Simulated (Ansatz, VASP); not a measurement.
## PbS: VASP beside Ansatz

The input INCAR:

```
SYSTEM = PbS
PREC     = Accurate       ! precision mode
ENCUT    = 520            ! plane-wave cutoff, eV
EDIFF    = 1E-6           ! SCF threshold, eV
ISMEAR   = -1             ! smearing method
SIGMA    = 0.05           ! smearing width, eV
LREAL    = .False.        ! projectors in reciprocal space
LASPH    = .True.         ! aspherical terms in the spheres
NELM     = 100            ! most SCF steps
ALGO     = Normal         ! electronic algorithm
ISIF     = 2              ! what is computed and relaxed
LWAVE    = .False.        ! write WAVECAR
LCHARG   = .True.         ! write CHGCAR
GGA      = VW             ! functional
LELF     = .True.         ! ELF
LVHAR    = .True.       
NBANDS   = 17             ! bands
```

File KPOINTS:

```
Automatic mesh
0
Gamma
  8 8 8
  0 0 0
```

POSCAR

```
PbS
1.0
    0.0000000000      2.9853913009      2.9853913009
    2.9853913009      0.0000000000      2.9853913009
    2.9853913009      2.9853913009      0.0000000000
Pb S
1 1
Direct
    0.0000000000      0.0000000000      0.0000000000
    0.5000000000      0.5000000000      0.5000000000
```

Contents of input.yaml:

```yaml
crystal:
  lattice:
    - [0.0, 2.9853913009, 2.9853913009]
    - [2.9853913009, 0.0, 2.9853913009]
    - [2.9853913009, 2.9853913009, 0.0]
  atoms:
    - { symbol: Pb, position: [0.0, 0.0, 0.0] }
    - { symbol: S, position: [0.5, 0.5, 0.5] }
hamiltonian:
  xc: { exchange: slater, correlation: vwn5 }
  pseudopotentials: { kind: paw }
kpoints:
  mp_grid: { grid: [8, 8, 8] }
scf:
  occupations: { method: fermi_dirac, width: 0.05 }
output:
  forces: true
  stress: true
  eigenvalues: true
```

Alike in both runs: task single point; functional SVWN5; k mesh 8 × 8 × 8; occupations fermi-dirac, width 0.05 eV; no spin polarisation.

|  | VASP | Ansatz |
| --- | --- | --- |
| version | VASP 6.6.1 | Ansatz 0.2.0 |
| potentials or method | VASP PAW PBE potentials, release 64 (Pb_d, S) | Ansatz PAW |
| plane-wave cutoff (eV) | 520 | 420 |
| valence electrons in the cell | 20 | 20 |

|  | VASP | Ansatz | Ansatz less VASP |
| --- | --- | --- | --- |
| gap on the k mesh at the Fermi level (eV) | 0.31 | 0.30 | -0.005 |
| least direct gap on the mesh (eV) | 0.31 | 0.30 | -0.005 |
| pressure (GPa) | -3.6 | -3.7 | 0.00 |

VASP's potentials were made for PBE, not for SVWN5. With one functional, cell and mesh, what is left measures potentials, basis and numerics.

Spin-orbit coupling is off throughout.
